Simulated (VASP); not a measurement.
Input of a VASP 6.6.1 run:

POSCAR

```
AlPt3C
1.0
    4.1518455643      0.0000000000      0.0000000000
    0.0000000000      4.1518455643      0.0000000000
    0.0000000000      0.0000000000      4.1518455643
Al C Pt
1 1 3
Direct
    0.0000000000      0.0000000000      0.0000000000
    0.5000000000      0.5000000000      0.5000000000
    0.5000000000      0.5000000000      0.0000000000
    0.0000000000      0.5000000000      0.5000000000
    0.5000000000      0.0000000000      0.5000000000
```

The input INCAR.step1:

```
SYSTEM = AlPt3C
ALGO = Normal
EDIFF = 1E-4
ENCUT = 520
GGA = PE
ISMEAR = 0
LASPH = .TRUE.
LCHARG = .FALSE.
LREAL = .FALSE.
LWAVE = .TRUE.
NBANDS = 26
NELM = 60
PREC = Accurate
SIGMA = 0.1
```

The input INCAR.step2:

```
SYSTEM = AlPt3C
ALGO = Normal
EDIFF = 1E-6
ENCUT = 520
ISIF = 2
ISMEAR = 0
ISTART = 1
LASPH = .TRUE.
LCHARG = .TRUE.
LELF = .TRUE.
LMIXTAU = .TRUE.
LREAL = .FALSE.
LVHAR = .TRUE.
LWAVE = .FALSE.
METAGGA = R2SCAN
NBANDS = 26
NELM = 60
PREC = Accurate
SIGMA = 0.1
```

Contents of KPOINTS:

```
k-points
0
G
  6 6 6
  0 0 0
```

Potentials or basis: VASP PAW PBE potentials, release 64 (Al, C, Pt).

Launch:

```sh
$ cat potpaw_PBE.64/Al/POTCAR potpaw_PBE.64/C/POTCAR potpaw_PBE.64/Pt/POTCAR > POTCAR
$ cp INCAR.step1 INCAR
$ mpirun -np 1 vasp_std > vasp.out
$ cp INCAR.step2 INCAR
$ mpirun -np 1 vasp_std > vasp.out
```

Q: Estimate the band gap on the k mesh.

A: Zero (an odd number of electrons rules out a gap without spin polarisation).

Q: Estimate the pressure.

A: 0.6 GPa.

Caveat: the PAW data sets were made with another functional, which shifts forces and pressure a little; spin-orbit coupling is left out, which moves the levels of the heavy elements.
